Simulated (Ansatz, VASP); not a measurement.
Ag: VASP beside Ansatz

```
Ag
1.0
     0.00000    2.02246    2.02246
     2.02246    0.00000    2.02246
     2.02246    2.02246    0.00000
Ag
1
Direct
  0.00000 0.00000 0.00000
```

Change from the starting cell: volume scaled by 0.97.

Alike in both runs: task single point; functional PBE; k mesh 15 × 15 × 15; occupations fermi-dirac, width 0.05 eV; no spin polarisation.

|  | VASP | Ansatz |
| --- | --- | --- |
| version | VASP 6.6.1 | Ansatz 0.2.0 |
| potentials or method | VASP PAW PBE potentials, release 64 (Ag), cutoff 520 eV | all-electron LAPW, scalar-relativistic |

```csv
,VASP,Ansatz,Ansatz less VASP
pressure (GPa),8.2,8.4,+0.18
```

Ansatz ran all-electron here, and VASP with PAW potentials.
